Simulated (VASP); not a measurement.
# Sb (Fm-3m) in VASP: settings compared

Aim: see how the results for Sb move with the level of theory and the settings. Levels: revPBE, BLYP, PBEsol. Tasks: relaxation of cell and atoms, single point.

Everything below comes from runs of VASP 6.6.1. Logs are shortened: lines on timing, memory, paths and dates and some standing lists are left out, and cuts for length are marked.

## 1. The cell of the first run

The structure is cubic, space group Fm-3m (No. 225). Conventional cell: a = 4.742 Å, b = 4.742 Å, c = 4.742 Å, α = 90.00°, β = 90.00°, γ = 90.00°. Sb (site symmetry m-3m) has 12 Sb at 3.35 Å within 4.4 Å.

## 2. Relaxation of cell and atoms, revPBE

The input, INCAR:

```
SYSTEM = Sb
PREC     = Accurate       ! precision mode
ENCUT    = 600            ! plane-wave cutoff, eV
EDIFF    = 1E-7           ! SCF threshold, eV
ISMEAR   = -1             ! smearing method
SIGMA    = 0.05           ! smearing width, eV
LREAL    = .False.        ! projectors in reciprocal space
LASPH    = .True.         ! aspherical terms in the spheres
NELM     = 80             ! most SCF steps
ALGO     = Normal         ! electronic algorithm
ISIF     = 3              ! what is computed and relaxed
LWAVE    = .False.        ! write WAVECAR
LCHARG   = .False.        ! write CHGCAR
GGA      = RE             ! functional
IBRION   = 2              ! ionic algorithm
NSW      = 60             ! ionic steps
EDIFFG   = -0.01          ! ionic threshold
```

The input, KPOINTS:

```
regular mesh
0
Gamma
  10 10 10
  0 0 0
```

The input, POSCAR:

```
Sb
1.0
    0.0000000000      2.3712425216      2.3712425216
    2.3712425216      0.0000000000      2.3712425216
    2.3712425216      2.3712425216      0.0000000000
Sb
1
Direct
    0.0000000000      0.0000000000      0.0000000000
```

Potentials or basis: VASP PAW PBE potentials, release 64 (Sb).

The run is started by

```console
$ cat potpaw_PBE.64/Sb/POTCAR > POTCAR
$ mpirun -np 1 vasp_std > vasp.out
```

OUTCAR:

```text
SYSTEM = Sb
   PREC = Accurate
   ENCUT = 600
   EDIFF = 1E-7
   ISMEAR = -1
   LREAL = .False.
   LASPH = .True.
   NELM = 80
   ISIF = 3
   GGA = RE
   IBRION = 2
   NSW = 60
   EDIFFG = -0.01

 ion  position               nearest neighbor table
   1  0.000  0.000  0.000-

  LATTYP: Found a face centered cubic cell.
 ALAT       =     4.7424850432

  Lattice vectors:

 A1 = (   0.0000000000,   2.3712425216,   2.3712425216)
 A2 = (   2.3712425216,   0.0000000000,   2.3712425216)
 A3 = (   2.3712425216,   2.3712425216,   0.0000000000)

Analysis of symmetry for initial positions (statically):
=====================================================================
 Subroutine PRICEL returns:
 Original cell was already a primitive cell.

 Routine SETGRP: Setting up the symmetry group for a
 face centered cubic supercell.

 Subroutine GETGRP returns: Found 48 space group operations
[... 9 lines left out ...]

 Routine SETGRP: Setting up the symmetry group for a
 face centered cubic supercell.

 Subroutine GETGRP returns: Found 48 space group operations
[... 11 lines left out ...]
                                     Primitive cell

  volume of cell :      26.6660

  direct lattice vectors                    reciprocal lattice vectors
     0.000000000  2.371242522  2.371242522    -0.210859916  0.210859916  0.210859916
     2.371242522  0.000000000  2.371242522     0.210859916 -0.210859916  0.210859916
     2.371242522  2.371242522  0.000000000     0.210859916  0.210859916 -0.210859916

  length of vectors
     3.353443334  3.353443334  3.353443334     0.365220089  0.365220089  0.365220089

  position of ions in fractional coordinates (direct lattice)
     0.000000000  0.000000000  0.000000000

  ion indices of the primitive-cell ions
   primitive index   ion index
                 1           1

----------------------------------------------------------------------------------------

 KPOINTS: regular mesh

Automatic generation of k-mesh.
 Grid dimensions read from file:
 generate k-points for:   10   10   10

 Generating k-lattice:

  Cartesian coordinates                     Fractional coordinates (reciprocal lattice)
    -0.021085992  0.021085992  0.021085992     0.100000000  0.000000000  0.000000000
     0.021085992 -0.021085992  0.021085992     0.000000000  0.100000000  0.000000000
     0.021085992  0.021085992 -0.021085992     0.000000000  0.000000000  0.100000000

  Length of vectors
     0.036522009  0.036522009  0.036522009

  Shift w.r.t. Gamma in fractional coordinates (k-lattice)
     0.000000000  0.000000000  0.000000000

 Subroutine IBZKPT returns following result:
 ===========================================

 Found     47 irreducible k-points:

 Following reciprocal coordinates:
            Coordinates               Weight
  0.000000  0.000000  0.000000      1.000000
  0.100000  0.000000  0.000000      8.000000
  0.200000  0.000000  0.000000      8.000000
  0.300000  0.000000  0.000000      8.000000
  0.400000  0.000000  0.000000      8.000000
  0.500000  0.000000  0.000000      4.000000
[... 16 lines left out ...]
  0.300000  0.300000  0.000000      6.000000
  0.400000  0.300000  0.000000     24.000000
 [... further k-points ...]
   k-points           NKPTS =     47   k-points in BZ     NKDIM =     47   number of bands    NBANDS=      6
   number of dos      NEDOS =    301   number of ions     NIONS =      1
   total plane-waves  NPLWV =  21952
   dimension x,y,z NGX =    28 NGY =   28 NGZ =   28
   dimension x,y,z NGXF=    56 NGYF=   56 NGZF=   56
   ions per type =               1
   NGX,Y,Z   is equivalent  to a cutoff of  13.88, 13.88, 13.88 a.u.
   NGXF,Y,Z  is equivalent  to a cutoff of  27.76, 27.76, 27.76 a.u.
 SYSTEM =  Sb
   PREC   = accura    normal or accurate (medium, high low for compatibility)
   ISTART =      0    job   : 0-new  1-cont  2-samecut
   ICHARG =      2    charge: 1-file 2-atom 10-const
   ISPIN  =      1    spin polarized calculation?
   LNONCOLLINEAR =      F non collinear calculations
   LSORBIT =      F    spin-orbit coupling
   LASPH  =      T    aspherical Exc in radial PAW
   ENCUT  =  600.0 eV  44.10 Ry    6.64 a.u.   6.70  6.70  6.70*2*pi/ulx,y,z
   NELM   =     80;   NELMIN=  2; NELMDL= -5     # of ELM steps
   EDIFF  = 0.1E-06   stopping-criterion for ELM
   LREAL  =      F    real-space projection
   EDIFFG = -.1E-01   stopping-criterion for IOM
   NSW    =     60    number of steps for IOM
   IBRION =      2    ionic relax: 0-MD 1-quasi-New 2-CG
   NFREE  =      1    steps in history (QN), initial steepest desc. (CG)
   ISIF   =      3    stress and relaxation
   ISYM   =      2    0-nonsym 1-usesym 2-fastsym
   POTIM  = 0.5000    time-step for ionic-motion
   TEBEG  =    0.0;   TEEND  =   0.0 temperature during run
   PSTRESS=    0.0 pullay stress
   NELECT =       5.0000    total number of electrons
   NUPDOWN=      -1.0000    fix difference up-down
   EMIN   =  10.00;   EMAX   =-10.00  energy-range for DOS
   EFERMI =   0.00;   METHOD = LEGACY
   ISMEAR =    -1;   SIGMA  =   0.05  broadening in eV -4-tet -1-fermi 0-gaus
   EFERMI_NEDOS =   21; number of points for ismear=-14 and -15
   IALGO  =     38    algorithm
   IMIX   =      4    mixing-type and parameters
     AMIX     =   0.40;   BMIX     =  1.00
     AMIX_MAG =   1.60;   BMIX_MAG =  1.00
  volume/ion in A,a.u.               =      26.67       179.95
  Fermi-wavevector in a.u.,A,eV,Ry     =   0.937013  1.770697 11.945820  0.877993
  Thomas-Fermi vector in A             =   2.064081
   LORBIT       =      0    0 simple, 1 ext, 2 COOP (PROOUT), +10 PAW based schemes
   GGA     = RE    functional components
   LHFCALC =     F    Hartree Fock is set to
   AEXX    =    0.0000 exact exchange contribution
   IVDW    =     0    specifies the selected vdW correction
   LEPSILON=     F    determine dielectric tensor
   LRPA    =     F    only Hartree local field effects (RPA)
 conjugate gradient relaxation of ions
 non-spin polarized calculation
  energy-cutoff  :      600.00
  volume of cell :       26.67
 maximum number of plane-waves:       908
   NGX = 13   NGY = 13   NGZ = 13

--------------------------------------- Ionic step        1  -------------------------------------------

 number of electron       5.0000000 magnetization

 Free energy of the ion-electron system (eV)
  ---------------------------------------------------
  ext. energy  EPLUGINS =         0.00000000
  ---------------------------------------------------
  free energy    TOTEN  =        -3.48781143 eV

  energy without entropy =       -3.48099625  energy(sigma->0) =       -3.48440384

------------------------ aborting loop because EDIFF is reached ----------------------------------------

  FORCE on cell =-STRESS in cart. coord.  units (eV):
  Direction    XX          YY          ZZ          XY          YZ          ZX
  --------------------------------------------------------------------------------------
  -------------------------------------------------------------------------------------
  Total        0.4355492      0.4355492      0.4355492     -0.0000000     -0.0000000      0.0000000
  in kB       26.1691691     26.1691691     26.1691691     -0.0000000     -0.0000000      0.0000000
  external PRESSURE =      26.1691691 kB  Pullay stress =       0.0000000 kB

 VOLUME and BASIS-vectors are now :
 -----------------------------------------------------------------------------
  energy-cutoff  :      600.00
  volume of cell :       26.67
      direct lattice vectors                 reciprocal lattice vectors
     0.000000000  2.371242522  2.371242522    -0.210859916  0.210859916  0.210859916
     2.371242522  0.000000000  2.371242522     0.210859916 -0.210859916  0.210859916
     2.371242522  2.371242522  0.000000000     0.210859916  0.210859916 -0.210859916

 POSITION                                       TOTAL-FORCE (eV/Angst)
 -----------------------------------------------------------------------------------
      0.00000      0.00000      0.00000        -0.000000     -0.000000      0.000000
 -----------------------------------------------------------------------------------
    total drift:                                0.000000      0.000000      0.000000

  FREE ENERGIE OF THE ION-ELECTRON SYSTEM (eV)
  ---------------------------------------------------
  free  energy   TOTEN  =        -3.4878114324 eV

  energy  without entropy=       -3.4809962466  energy(sigma->0) =       -3.48440384

--------------------------------------- Ionic step        2  -------------------------------------------

 number of electron       5.0000000 magnetization

 E-fermi :   7.9265     XC(G=0):  -9.9758

 val. band max:        7.8948463699   @ k =  -0.4000   0.4000   0.1000
 cond. band min:       7.9776172311   @ k =  -0.2000   0.2000   0.0000
 fundamental gap:      0.0827708613
 Fermi energy:         7.9264904660

 k-point     1 :       0.0000    0.0000    0.0000
  band No.  band energies     occupation
      1      -4.5918      2.00000
      2      12.8885      0.00000
      3      12.8885      0.00000
      4      12.8885      0.00000
      5      17.6838      0.00000
      6      17.6838      0.00000

 k-point     2 :       0.1000    0.0000    0.0000
  band No.  band energies     occupation
      1      -4.4040      2.00000
      2      11.3065      0.00000
      3      12.6630      0.00000
      4      12.6630      0.00000
      5      16.6990      0.00000
      6      18.0567      0.00000
[... 220 lines left out ...]
 POSITION                                       TOTAL-FORCE (eV/Angst)
 -----------------------------------------------------------------------------------
      2.42107      2.42107      0.00000        -0.000000      0.000000     -0.000000
 -----------------------------------------------------------------------------------
    total drift:                               -0.000000     -0.000000      0.000000

  FREE ENERGIE OF THE ION-ELECTRON SYSTEM (eV)
  ---------------------------------------------------
  free  energy   TOTEN  =        -3.4953207135 eV

  energy  without entropy=       -3.4894131335  energy(sigma->0) =       -3.49236692

--------------------------------------- Ionic step        3  -------------------------------------------

 number of electron       5.0000000 magnetization

 Free energy of the ion-electron system (eV)
  ---------------------------------------------------
  ext. energy  EPLUGINS =         0.00000000
  ---------------------------------------------------
  free energy    TOTEN  =        -3.49713643 eV

  energy without entropy =       -3.49110717  energy(sigma->0) =       -3.49412180

 E-fermi :   8.1579     XC(G=0): -10.0599

 val. band max:        8.1233572108   @ k =  -0.4000   0.4000   0.1000
 cond. band min:       8.2074544789   @ k =  -0.2000   0.2000   0.0000
 fundamental gap:      0.0840972680
 Fermi energy:         8.1579152128

 k-point     1 :       0.0000    0.0000    0.0000
  band No.  band energies     occupation
      1      -4.4933      2.00000
      2      13.2674      0.00000
      3      13.2674      0.00000
      4      13.2674      0.00000
      5      17.9864      0.00000
      6      17.9864      0.00000

 k-point     2 :       0.1000    0.0000    0.0000
  band No.  band energies     occupation
      1      -4.3018      2.00000
      2      11.6415      0.00000
      3      13.0326      0.00000
      4      13.0326      0.00000
      5      16.9836      0.00000
      6      18.3715      0.00000
[... 220 lines left out ...]
 POSITION                                       TOTAL-FORCE (eV/Angst)
 -----------------------------------------------------------------------------------
      0.00000      0.00000      0.00000         0.000000      0.000000     -0.000000
 -----------------------------------------------------------------------------------
    total drift:                                0.000000      0.000000      0.000000

  FREE ENERGIE OF THE ION-ELECTRON SYSTEM (eV)
  ---------------------------------------------------
  free  energy   TOTEN  =        -3.4971364287 eV

  energy  without entropy=       -3.4911071697  energy(sigma->0) =       -3.49412180

 reached required accuracy - stopping structural energy minimisation
```

Wall time 14 s (1 thread of Intel Xeon Platinum 8488C (Sapphire Rapids), shared host); peak memory 0.15 GiB.

Results:

| Property | Result |
| --- | --- |
| Free energy | -3.4971 eV |
| Relaxed volume | 27.84 Å³/atom |
| Relaxed cell | a = 3.402 Å, b = 3.402 Å, c = 3.402 Å, α = 60.00°, β = 60.00°, γ = 60.00° |
| Space group after relaxing (to 0.05 Å) | Fm-3m (No. 225) |
| Energy gained by relaxing | 9.3 meV/atom |
| Ionic steps | 3 |
| Pressure after relaxing | 0.0 GPa |

The path:
```csv
step,energy change (eV),largest force (eV/Å),pressure (GPa),volume (Å³)
1,0.0000,0.0000,2.62,26.67
2,-0.0075,0.0000,-1.05,28.38
3,-0.0093,0.0000,0.00,27.84
```

Final structure:
```cif
data_structure
_symmetry_space_group_name_H-M 'P 1'
_symmetry_Int_Tables_number 1
_cell_length_a 3.4020
_cell_length_b 3.4020
_cell_length_c 3.4020
_cell_angle_alpha 60.000
_cell_angle_beta 60.000
_cell_angle_gamma 60.000
_cell_volume 27.84
loop_
_atom_site_label
_atom_site_type_symbol
_atom_site_fract_x
_atom_site_fract_y
_atom_site_fract_z
_atom_site_occupancy
Sb1 Sb 0.00000 0.00000 0.00000 1
```

Caveat: the PAW data sets were made with another functional, which shifts forces and pressure a little; spin-orbit coupling is left out, which moves the levels of the heavy elements.

## 3. Relaxation of cell and atoms, BLYP

The input, INCAR:

```
SYSTEM = Sb
  PREC = Accurate
  ENCUT = 600
  EDIFF = 1E-6
  ISMEAR = -1
  SIGMA = 0.05
  LREAL = .FALSE.
  LASPH = .TRUE.
  NELM = 80
  ALGO = Normal
  ISIF = 3
  LWAVE = .FALSE.
  LCHARG = .FALSE.
  GGA = B5
  ALDAX = 1.0
  AGGAX = 1.0
  AGGAC = 1.0
  ALDAC = 0.0
  IBRION = 2
  NSW = 60
  EDIFFG = -0.01
```

The input, KPOINTS:

```
regular mesh
0
G
  10 10 10
  0 0 0
```

POSCAR is that of step 2.

Potentials or basis: VASP PAW PBE potentials, release 64 (Sb).

The run is started by

```console
$ cat potpaw_PBE.64/Sb/POTCAR > POTCAR
$ mpirun -np 1 vasp_std > vasp.out
```

Run time: 24 s. Hardware: 1 thread of Intel Xeon Platinum 8488C (Sapphire Rapids), shared host; peak memory 0.16 GiB.

It converged, with:

```
Free energy                            : -2.9323 eV
Relaxed volume                         : 30.35 Å³/atom
Relaxed cell                           : a = 3.501 Å, b = 3.501 Å, c = 3.501 Å, α = 60.00°, β = 60.00°, γ = 60.00°
Space group after relaxing (to 0.05 Å) : Fm-3m (No. 225)
Energy gained by relaxing              : 80.5 meV/atom
Ionic steps                            : 3
Pressure after relaxing                : 0.0 GPa
```

Step by step:
```
step  energy change (eV)  largest force (eV/Å)  pressure (GPa)  volume (Å³)
   1              0.0000                0.0000            7.91        26.67
   2             -0.0687                0.0000           -2.06        32.07
   3             -0.0805                0.0000            0.00        30.35
```

Final structure:
```cif
data_structure
_symmetry_space_group_name_H-M 'P 1'
_symmetry_Int_Tables_number 1
_cell_length_a 3.5012
_cell_length_b 3.5012
_cell_length_c 3.5012
_cell_angle_alpha 60.000
_cell_angle_beta 60.000
_cell_angle_gamma 60.000
_cell_volume 30.35
loop_
_atom_site_label
_atom_site_type_symbol
_atom_site_fract_x
_atom_site_fract_y
_atom_site_fract_z
_atom_site_occupancy
Sb1 Sb 0.00000 0.00000 0.00000 1
```

Levels at points of the mesh, in eV from the Fermi level:
| k point | band 1 | band 2 | band 3 | band 4 | band 5 |
| --- | --- | --- | --- | --- | --- |
| (0.00, 0.00, 0.00) | -12.10 | 4.28 | 4.28 | 4.28 | 9.66 |
| (0.50, 0.00, 0.00) | -9.07 | -5.03 | 2.90 | 2.90 | 7.65 |
| (0.50, 0.50, 0.00) | -7.80 | -4.29 | 0.25 | 0.25 | 4.38 |

Caveat: the PAW data sets were made with another functional, which shifts forces and pressure a little; spin-orbit coupling is left out, which moves the levels of the heavy elements.

## 4. Single point, PBEsol, non-collinear spin, zero start, spin-orbit coupling

The input, INCAR:

```
ALGO = Normal ; EDIFF = 1E-7
ENCUT = 520 ; GGA = PS
GGA_COMPAT = False ; ISIF = 2
ISMEAR = -1 ; LASPH = True
LCHARG = True ; LORBIT = 11
LORBMOM = True ; LREAL = False
LSORBIT = True ; LVHAR = True
LWAVE = False ; MAGMOM = 0 0 0
NBANDS = 16 ; NELM = 150
PREC = Accurate ; SIGMA = 0.05
```

The input, KPOINTS:

```
k-points
0
Gamma
  7 7 7
```

POSCAR is that of step 3.

The run is started by

```console
$ cat potpaw_PBE.64/Sb/POTCAR > POTCAR
$ mpirun -np 1 vasp_ncl > vasp.out
```

Run time: 19 s. Hardware: 1 thread of Intel Xeon Platinum 8488C (Sapphire Rapids), shared host; peak memory 0.23 GiB.

Results (log left out):

* Free energy: -4.3534 eV
* Pressure: -1.4 GPa
* Net moment: 0.00 μB per cell
* Valence electrons inside the program's atomic spheres: Sb 2.33

Moments on the atoms (μB; x, y, z):
```
Sb  0.00 0.00 0.00
```

Caveat: the PAW data sets were made with another functional, which shifts forces and pressure a little.

## 5. Summary

| task | level | spin | cell | k mesh | cutoff (eV) | gap on the mesh (eV) | pressure (GPa) | relaxed volume (Å³/atom) |
| --- | --- | --- | --- | --- | --- | --- | --- | --- |
| relaxation of cell and atoms | revPBE | off | relaxed | 10 × 10 × 10 | 600 | none | 0.0 | 27.84 |
| relaxation of cell and atoms | BLYP | off | relaxed | 10 × 10 × 10 | 600 | none | 0.0 | 30.35 |
| single point | PBEsol | non-collinear, zero start, SOC | as given | 7 × 7 × 7 | 520 | - | -1.4 | - |

Alike in all rows: potentials or basis VASP PAW PBE potentials, release 64 (Sb); smearing fermi-dirac 0.05 eV.

Caveats: the PAW data sets were made with another functional, which shifts forces and pressure a little; spin-orbit coupling is left out, which moves the levels of the heavy elements (some runs).

Absolute energies hang on the potentials; compare differences alone.
